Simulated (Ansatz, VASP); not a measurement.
One calculation of Y3LuO2, two programs

The input INCAR:

```
SYSTEM = Y3LuO2
PREC = Accurate
ENCUT = 600
EDIFF = 1E-6
ISMEAR = 0
SIGMA = 0.1
LREAL = .False.
LASPH = .True.
NELM = 80
ALGO = Normal
ISIF = 3
LWAVE = .False.
LCHARG = .False.
GGA = PE
IBRION = 2
NSW = 90
EDIFFG = -0.04
```

KPOINTS

```
Automatic mesh
0
Gamma
  4 4 4
  0 0 0
```

The input POSCAR:

```
Y3LuO2
1.0
    4.5511008458      0.0000000000      0.0000000000
    0.0000000000      4.5511008458      0.0000000000
    0.0000000000      0.0000000000      6.4497423331
Y Lu O
3 1 2
Direct
    0.5000000000      0.0000000000      0.9975895974
    0.0000000000      0.5000000000      0.9975895974
    0.0000000000      0.0000000000      0.4307075890
    0.5000000000      0.5000000000      0.5754043573
    0.5000000000      0.5000000000      0.9097047399
    0.0000000000      0.0000000000      0.0890041489
```

Input for Ansatz:

```yaml
crystal:
  lattice:
    - [4.5511008458, 0.0, 0.0]
    - [0.0, 4.5511008458, 0.0]
    - [0.0, 0.0, 6.4497423331]
  atoms:
    - { symbol: "Y", position: [0.5, 0.0, 0.9975895974] }
    - { symbol: "Y", position: [0.0, 0.5, 0.9975895974] }
    - { symbol: "Y", position: [0.0, 0.0, 0.430707589] }
    - { symbol: Lu, position: [0.5, 0.5, 0.5754043573] }
    - { symbol: O, position: [0.5, 0.5, 0.9097047399] }
    - { symbol: O, position: [0.0, 0.0, 0.0890041489] }
basis:
  ecutwfc: 420
kpoints:
  mp_grid: { grid: [4, 4, 4] }
hamiltonian:
  xc: pbe
scf:
  occupations: { method: gaussian, width: 0.1 }
  lower_state_search: "off"
output:
  forces: true
  stress: true
  eigenvalues: true
relax:
  adjacent_minimum: "off"
  f_tol: 0.04
  max_steps: 70
  cell: { stress_tol: 0.4 }
```

Change from the starting cell: species swapped into the Zr2P3S type (P4mm, No. 99).

Alike in both runs: task relaxation of cell and atoms; functional PBE; k mesh 4 × 4 × 4; occupations gaussian, width 0.1 eV; no spin polarisation.

|  | VASP | Ansatz |
| --- | --- | --- |
| version | VASP 6.6.1 | Ansatz 0.2.0 |
| potentials or method | VASP PAW PBE potentials, release 64 (Y_sv, Lu, O), cutoff 600 eV | scalar-relativistic, plane waves, PAW |
| valence electrons in the cell | 70 | 70 |

Ansatz gave:

| Quantity | Value |
| --- | --- |
| gap on the k mesh at the Fermi level, each at its own relaxed structure (eV) | 0.27 |
| relaxed volume (Å³/atom) | 22.27 |
| relaxed length of the cell vector where the two differ most in proportion (Å) | 4.555 |

**Question.** Estimate VASP's values.

**Answer.** gap on the k mesh at the Fermi level, each at its own relaxed structure (eV): 0.26; relaxed volume (Å³/atom): 22.25; relaxed length of the cell vector where the two differ most in proportion (Å): 4.552.

Neither program's run includes spin-orbit coupling.
